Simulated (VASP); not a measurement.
# Co (Cmcm) in VASP: further runs

Co is run at these levels: PBEsol; tasks: single point.

Everything below comes from runs of VASP 6.6.1. Logs are shortened: lines on timing, memory, paths and dates and some standing lists are left out, and cuts for length are marked.

## Step 1: The cell of the first run

It takes space group Cmcm (No. 63, orthorhombic). The conventional cell has a = 2.380 Å, b = 7.299 Å, c = 2.399 Å, α = 90.00°, β = 90.00°, γ = 90.00°. Co (site symmetry m2m) has 10 Co at 2.32 to 2.40 Å within 3.1 Å.

## Step 2: Single point, PBEsol (10.42 Å³/atom)

Contents of INCAR:

```
SYSTEM = Co
  ALGO = Normal
  EDIFF = 1E-6
  ENCUT = 520
  GGA = PS
  ISIF = 2
  ISMEAR = -1
  LASPH = .True.
  LCHARG = .False.
  LREAL = .False.
  LWAVE = .False.
  NBANDS = 16
  NELM = 80
  PREC = Accurate
  SIGMA = 0.1
```

Contents of KPOINTS:

```
k-points
0
Gamma
  21 21 15
  0 0 0
```

Contents of POSCAR:

```
Co
1.0
   -2.7589277276      2.4019335274      1.1628799391
    2.4019335274     -2.7589277276      1.1628799391
    2.0148894965      2.0148894965     -1.8167154707
Co
2
Direct
    0.9889355944      0.0110644056      1.0000000000
    0.7610644056      0.2389355944      0.5000000000
```

Potentials or basis: VASP PAW PBE potentials, release 64 (Co).

Started as:

```bash
> cat potpaw_PBE.64/Co/POTCAR > POTCAR
> mpirun -np 1 vasp_std > vasp.out
```

OUTCAR:

```text
SYSTEM = Co
   EDIFF = 1E-6
   ENCUT = 520
   GGA = PS
   ISIF = 2
   ISMEAR = -1
   LASPH = .True.
   LREAL = .False.
   NELM = 80
   PREC = Accurate

 ion  position               nearest neighbor table
   1  0.989  0.011  0.000-   2 2.32   2 2.32   2 2.37   2 2.37   2 2.37   2 2.37
   2  0.761  0.239  0.500-   1 2.32   1 2.32   1 2.37   1 2.37   1 2.37   1 2.37

  Warning from LATTYP: Got some problem with cell dimensions!
  Tried to take original basis but could not verify dimensions!
  LATTYP: Found a base centered monoclinic cell.
 ALAT       =     2.3799262024
 B/A-ratio  =     3.0667169314
 C/A-ratio  =     1.0081159282
 COS(beta)  =    -0.0000345093

  Lattice vectors:

 A1 = (   2.7589277276,  -2.4019335274,  -1.1628799391)
 A2 = (  -2.4019335274,   2.7589277276,  -1.1628799391)
 A3 = (   1.6578952963,   1.6578952963,   0.5090444075)

Analysis of symmetry for initial positions (statically):
=====================================================================
 Subroutine PRICEL returns:
 Original cell was already a primitive cell.

 Routine SETGRP: Setting up the symmetry group for a
 base centered monoclinic supercell.

 Subroutine GETGRP returns: Found  4 space group operations
 (whereof  2 operations were pure point group operations)
 out of a pool of  4 trial point group operations.

The static configuration has the point symmetry C_2 .
 The point group associated with its full space group is C_2h.

Analysis of symmetry for dynamics (positions and initial velocities):
=====================================================================
 Subroutine PRICEL returns:
 Original cell was already a primitive cell.

 Routine SETGRP: Setting up the symmetry group for a
 base centered monoclinic supercell.

 Subroutine GETGRP returns: Found  4 space group operations
 (whereof  2 operations were pure point group operations)
 out of a pool of  4 trial point group operations.

The dynamic configuration has the point symmetry C_2 .
 The point group associated with its full space group is C_2h.

 Subroutine INISYM returns: Found  4 space group operations
 (whereof  2 operations are pure point group operations),
 and found     1 'primitive' translations

----------------------------------------------------------------------------------------

                                     Primitive cell

  volume of cell :      20.8375

  direct lattice vectors                    reciprocal lattice vectors
    -2.758927728  2.401933527  1.162879939     0.128092049  0.321858157  0.499032434
     2.401933527 -2.758927728  1.162879939     0.321858157  0.128092049  0.499032434
     2.014889496  2.014889496 -1.816715471     0.288013218  0.288013218  0.088417596

  length of vectors
     3.838392454  3.838392454  3.379351190     0.607481372  0.607481372  0.416798390

  position of ions in fractional coordinates (direct lattice)
     0.988935594  0.011064406  1.000000000
     0.761064406  0.238935594  0.500000000

  ion indices of the primitive-cell ions
   primitive index   ion index
                 1           1
                 2           2

----------------------------------------------------------------------------------------

 KPOINTS: k-points

Automatic generation of k-mesh.
 Grid dimensions read from file:
 generate k-points for:   21   21   15

 Generating k-lattice:

  Cartesian coordinates                     Fractional coordinates (reciprocal lattice)
     0.006099621  0.015326579  0.023763449     0.047619048 -0.000000000  0.000000000
     0.015326579  0.006099621  0.023763449    -0.000000000  0.047619048  0.000000000
     0.019200881  0.019200881  0.005894506     0.000000000  0.000000000  0.066666667

  Length of vectors
     0.028927684  0.028927684  0.027786559

  Shift w.r.t. Gamma in fractional coordinates (k-lattice)
     0.000000000  0.000000000  0.000000000

 Subroutine IBZKPT returns following result:
 ===========================================

 Found   1738 irreducible k-points:

 Following reciprocal coordinates:
            Coordinates               Weight
  0.000000  0.000000  0.000000      1.000000
  0.047619  0.000000  0.000000      4.000000
  0.095238  0.000000  0.000000      4.000000
  0.142857 -0.000000  0.000000      4.000000
  0.190476  0.000000  0.000000      4.000000
  0.238095  0.000000  0.000000      4.000000
[... 16 lines left out ...]
 -0.428571  0.047619 -0.000000      4.000000
 -0.380952  0.047619  0.000000      4.000000
 [... further k-points ...]
   k-points           NKPTS =   1738   k-points in BZ     NKDIM =   1738   number of bands    NBANDS=     16
   number of dos      NEDOS =    301   number of ions     NIONS =      2
   total plane-waves  NPLWV =  25200
   dimension x,y,z NGX =    30 NGY =   30 NGZ =   28
   dimension x,y,z NGXF=    60 NGYF=   60 NGZF=   56
   ions per type =               2
   NGX,Y,Z   is equivalent  to a cutoff of  12.99, 12.99, 13.77 a.u.
   NGXF,Y,Z  is equivalent  to a cutoff of  25.99, 25.99, 27.55 a.u.
 SYSTEM =  Co
   PREC   = accura    normal or accurate (medium, high low for compatibility)
   ISTART =      0    job   : 0-new  1-cont  2-samecut
   ICHARG =      2    charge: 1-file 2-atom 10-const
   ISPIN  =      1    spin polarized calculation?
   LNONCOLLINEAR =      F non collinear calculations
   LSORBIT =      F    spin-orbit coupling
   LASPH  =      T    aspherical Exc in radial PAW
   ENCUT  =  520.0 eV  38.22 Ry    6.18 a.u.   7.14  7.14  6.28*2*pi/ulx,y,z
   NELM   =     80;   NELMIN=  2; NELMDL= -5     # of ELM steps
   EDIFF  = 0.1E-05   stopping-criterion for ELM
   LREAL  =      F    real-space projection
   EDIFFG = 0.1E-04   stopping-criterion for IOM
   NSW    =      0    number of steps for IOM
   IBRION =     -1    ionic relax: 0-MD 1-quasi-New 2-CG
   NFREE  =      0    steps in history (QN), initial steepest desc. (CG)
   ISIF   =      2    stress and relaxation
   ISYM   =      2    0-nonsym 1-usesym 2-fastsym
   POTIM  = 0.5000    time-step for ionic-motion
   TEBEG  =    0.0;   TEEND  =   0.0 temperature during run
   PSTRESS=    0.0 pullay stress
   NELECT =      18.0000    total number of electrons
   NUPDOWN=      -1.0000    fix difference up-down
   EMIN   =  10.00;   EMAX   =-10.00  energy-range for DOS
   EFERMI =   0.00;   METHOD = LEGACY
   ISMEAR =    -1;   SIGMA  =   0.10  broadening in eV -4-tet -1-fermi 0-gaus
   EFERMI_NEDOS =   21; number of points for ismear=-14 and -15
   IALGO  =     38    algorithm
   IMIX   =      4    mixing-type and parameters
     AMIX     =   0.40;   BMIX     =  1.00
     AMIX_MAG =   1.60;   BMIX_MAG =  1.00
  volume/ion in A,a.u.               =      10.42        70.31
  Fermi-wavevector in a.u.,A,eV,Ry     =   1.559136  2.946341 33.074489  2.430906
  Thomas-Fermi vector in A             =   2.662539
   LORBIT       =      0    0 simple, 1 ext, 2 COOP (PROOUT), +10 PAW based schemes
   GGA     = PS    functional components
   LHFCALC =     F    Hartree Fock is set to
   AEXX    =    0.0000 exact exchange contribution
   IVDW    =     0    specifies the selected vdW correction
   LEPSILON=     F    determine dielectric tensor
   LRPA    =     F    only Hartree local field effects (RPA)
 non-spin polarized calculation
  energy-cutoff  :      520.00
  volume of cell :       20.84
 maximum number of plane-waves:       577
 NGX is ok and might be reduce to    30
   NGX = 15   NGY = 15   NGZ = 13

 number of electron      17.9999999 magnetization

 Free energy of the ion-electron system (eV)
  ---------------------------------------------------
  ext. energy  EPLUGINS =         0.00000000
  ---------------------------------------------------
  free energy    TOTEN  =       -14.75078468 eV

  energy without entropy =      -14.60558210  energy(sigma->0) =      -14.67818339

 E-fermi :  10.5937     XC(G=0): -13.7884

 val. band max:       10.5936942277   @ k =   0.3333   0.1905   0.1333
 cond. band min:      10.5942363497   @ k =   0.2857   0.2857   0.4000
 fundamental gap:      0.0005421220
 Fermi energy:        10.5937194924

 k-point     1 :       0.0000    0.0000    0.0000
  band No.  band energies     occupation
      1       1.5091      2.00000
      2       5.6789      2.00000
      3       6.8516      2.00000
      4       7.8067      2.00000
      5       8.4173      2.00000
      6       9.3546      1.99999
[... 8 lines left out ...]
     15      31.5331      0.00000
     16      32.3344      0.00000

 k-point     2 :       0.0476    0.0000    0.0000
  band No.  band energies     occupation
      1       1.6469      2.00000
      2       5.7549      2.00000
      3       6.8923      2.00000
      4       7.8458      2.00000
      5       8.4145      2.00000
      6       9.3356      1.99999
[... 8 lines left out ...]
     15      30.4521      0.00000
     16      31.1571      0.00000

 k-point     3 :       0.0952    0.0000    0.0000
  band No.  band energies     occupation
      1       2.0535      2.00000
      2       5.9722      2.00000
      3       7.0065      2.00000
      4       7.9600      2.00000
      5       8.4067      2.00000
      6       9.0629      2.00000
[... 8 lines left out ...]
     15      28.6617      0.00000
     16      29.7221      0.00000

 k-point     4 :       0.1429   -0.0000    0.0000
  band No.  band energies     occupation
      1       2.7056      2.00000
      2       6.2988      2.00000
      3       7.1643      2.00000
      4       8.1277      2.00000
      5       8.3943      2.00000
      6       8.5150      2.00000
[... 8 lines left out ...]
     15      26.9334      0.00000
     16      28.4482      0.00000
[... 324 lines left out ...]
 k-point    22 :      -0.4762    0.0476    0.0000
  band No.  band energies     occupation
      1       6.1595      2.00000
      2       6.2506      2.00000
      3       6.7160      2.00000
      4       6.9678      2.00000
      5       9.1217      2.00000
      6       9.2775      2.00000
[... 8 lines left out ...]
     15      23.6070      0.00000
     16      23.9342      0.00000

 k-point    23 :      -0.4286    0.0476   -0.0000
  band No.  band energies     occupation
      1       6.1791      2.00000
      2       6.4988      2.00000
      3       6.7299      2.00000
      4       7.1381      2.00000
      5       8.9899      2.00000
      6       9.1695      2.00000
[... 8 lines left out ...]
     15      24.1586      0.00000
     16      25.7069      0.00000

 k-point    24 :      -0.3810    0.0476    0.0000
  band No.  band energies     occupation
      1       6.0065      2.00000
      2       6.7861      2.00000
      3       6.8258      2.00000
      4       7.3396      2.00000
      5       8.7756      2.00000
      6       8.9904      2.00000
[... 8 lines left out ...]
     15      24.7571      0.00000
     16      26.8841      0.00000

 [... further k-points ...]

------------------------ aborting loop because EDIFF is reached ----------------------------------------

  FORCE on cell =-STRESS in cart. coord.  units (eV):
  Direction    XX          YY          ZZ          XY          YZ          ZX
  --------------------------------------------------------------------------------------
  -------------------------------------------------------------------------------------
  Total       -0.1196317     -0.1196317     -0.1368011      0.0111782      0.0041425      0.0041425
  in kB       -9.1984009     -9.1984009    -10.5185405      0.8594827      0.3185151      0.3185130
  external PRESSURE =      -9.6384474 kB  Pullay stress =       0.0000000 kB

 VOLUME and BASIS-vectors are now :
 -----------------------------------------------------------------------------
  energy-cutoff  :      520.00
  volume of cell :       20.84
      direct lattice vectors                 reciprocal lattice vectors
    -2.758927728  2.401933527  1.162879939     0.128092049  0.321858157  0.499032434
     2.401933527 -2.758927728  1.162879939     0.321858157  0.128092049  0.499032434
     2.014889496  2.014889496 -1.816715471     0.288013218  0.288013218  0.088417596

 POSITION                                       TOTAL-FORCE (eV/Angst)
 -----------------------------------------------------------------------------------
     -2.70183      2.34483      1.16288        -0.003811      0.003811      0.000000
     -0.51837      2.17626      0.25452         0.003811     -0.003811     -0.000000
 -----------------------------------------------------------------------------------
    total drift:                                0.000000      0.000000     -0.000000

  FREE ENERGIE OF THE ION-ELECTRON SYSTEM (eV)
  ---------------------------------------------------
  free  energy   TOTEN  =       -14.7507846767 eV

  energy  without entropy=      -14.6055820995  energy(sigma->0) =      -14.67818339
```

Wall time 19 min (1 thread of Oxide Virtual Turin-like, shared host); peak memory 0.56 GiB.

What came out:

```
Free energy            : -14.7508 eV
Pressure               : -1.0 GPa
Largest force          : 0.005 eV/Å
Band gap on the k mesh : zero (bands 9 and 10 overlap by 1.35 eV)
```

Forces in eV/Å, atoms in the order of the input:
```
Co  -0.004  0.004  0.000
Co   0.004 -0.004  0.000
```

Stress tensor (GPa, compression positive):
```
-0.92  0.09  0.03
 0.09 -0.92  0.03
 0.03  0.03 -1.05
```

Levels at points of the mesh, in eV from the Fermi level:
```csv
k point,band 5,band 6,band 7,band 8,band 9,band 10,band 11,band 12,band 13,band 14
"(0.00, 0.00, 0.00)",-2.18,-1.24,-1.05,-0.46,-0.14,0.21,0.73,1.84,9.13,16.67
```

Caveat: the PAW data sets were made with another functional, which shifts forces and pressure a little; the run has no spin polarisation, though such a crystal can be magnetic. Spin polarisation is off, so any magnetic state and its effect on volume and gap are missing.

## Step 3: Single point, PBEsol (10.84 Å³/atom)

This run uses another cell than the first one, of 10.84 Å³/atom.

Contents of INCAR:

```
PREC = Accurate
ENCUT = 520
EDIFF = 1E-6
ISMEAR = -1
SIGMA = 0.1
LREAL = F
LASPH = T
NELM = 60
ALGO = Normal
ISIF = 2
LWAVE = F
LCHARG = F
GGA = PS
NBANDS = 16
```

Contents of KPOINTS:

```
regular mesh
0
Gamma
  21 21 15
```

Contents of POSCAR:

```
Co
1.0
   -2.7952335717      2.4335415406      1.1781827458
    2.4335415406     -2.7952335717      1.1781827458
    2.0414042411      2.0414042411     -1.8406223632
Co
2
Direct
    0.9889355944      0.0110644056      1.0000000000
    0.7610644056      0.2389355944      0.5000000000
```

Potentials or basis: VASP PAW PBE potentials, release 64 (Co).

Started as:

```bash
> cat potpaw_PBE.64/Co/POTCAR > POTCAR
> mpirun -np 1 vasp_std > vasp.out
```

Wall time 22 min (1 thread of Oxide Virtual Turin-like, shared host); peak memory 0.57 GiB.

It converged, with:

- Free energy: -14.7212 eV
- Pressure: -10.0 GPa
- Largest force: 0.088 eV/Å
- Band gap on the k mesh: zero (bands 9 and 10 overlap by 1.27 eV)

Forces on the atoms (eV/Å):
```
Co   0.062 -0.062  0.000
Co  -0.062  0.062  0.000
```

Stress tensor (GPa, compression positive):
```
-10.31   0.15  -0.14
  0.15 -10.31  -0.14
 -0.14  -0.14  -9.33
```

Levels at points of the mesh, in eV from the Fermi level:
```csv
k point,band 6,band 7,band 8,band 9,band 10,band 11,band 12,band 13
"(0.00, 0.00, 0.00)",-1.17,-0.99,-0.43,-0.13,0.20,0.68,1.82,8.78
```

Caveat: the cell stands under tension; the PAW data sets were made with another functional, which shifts forces and pressure a little; the run has no spin polarisation, though such a crystal can be magnetic.
